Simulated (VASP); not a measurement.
Here is a VASP 6.6.1 calculation.

INCAR

```
  ALGO = Normal
  EDIFF = 1E-6
  ENCUT = 520
  GGA = PE
  ISIF = 2
  ISMEAR = 0
  LASPH = True
  LCHARG = False
  LREAL = False
  LWAVE = False
  NBANDS = 11
  NELM = 100
  PREC = Accurate
  SIGMA = 0.01
```

Contents of KPOINTS:

```
k-points
0
Gamma
  8 8 8
```

The input POSCAR:

```
BP
1.0
    3.2088510000      0.0000000000      0.0000000000
    1.6044255000      2.7789464830      0.0000000000
    1.6044255000      0.9263154943      2.6200158702
B P
1 1
Direct
    0.0000000000      0.0000000000      0.0000000000
    0.2500000000      0.2500000000      0.2500000000
```

Potentials or basis: VASP PAW PBE potentials, release 64 (B, P).

Launch:

```console
$ cat potpaw_PBE.64/B/POTCAR potpaw_PBE.64/P/POTCAR > POTCAR
$ mpirun -np 1 vasp_std > vasp.out
```

Task: Predict the band gap on the k mesh.

Result: 1.27 eV, indirect (least direct gap 3.40 eV).

Task: Estimate the pressure.

Result: 0.9 GPa.

A k mesh can miss the band edges. Expect the measured gap to be larger: semilocal functionals such as PBE lack the derivative discontinuity.
